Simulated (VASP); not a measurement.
Input of a VASP 6.6.1 run:

INCAR

```
PREC = Accurate ; ENCUT = 500
EDIFF = 1E-6 ; ISMEAR = 0
SIGMA = 0.05 ; LREAL = F
LASPH = T ; NELM = 120
ALGO = Normal ; ISIF = 2
LWAVE = F ; LCHARG = T
GGA = CA ; LELF = T
LVHAR = T ; NBANDS = 17
GGA_COMPAT = F
```

KPOINTS

```
Automatic mesh
0
Gamma
  4 4 4
```

POSCAR

```
TlBr
1.0
    4.1950270559      0.0000000000      0.0000000000
    0.0000000000      4.1950270559      0.0000000000
    0.0000000000      0.0000000000      4.1950270559
Tl Br
1 1
Direct
    0.0000000000      0.0000000000      0.0000000000
    0.5000000000      0.5000000000      0.5000000000
```

Potentials or basis: VASP PAW LDA potentials, release 64 (Tl_d, Br).

Launch:

```sh
$ cat potpaw_LDA.64/Tl_d/POTCAR potpaw_LDA.64/Br/POTCAR > POTCAR
$ mpirun -np 1 vasp_std > vasp.out
```

Q: Estimate the pressure.

A: -4.4 GPa.

Q: Estimate the band gap on the k mesh.

A: 1.98 eV, direct.

Caveat: spin-orbit coupling is left out, which moves the levels of the heavy elements. Expect the measured gap to be larger: semilocal functionals such as LDA lack the derivative discontinuity.
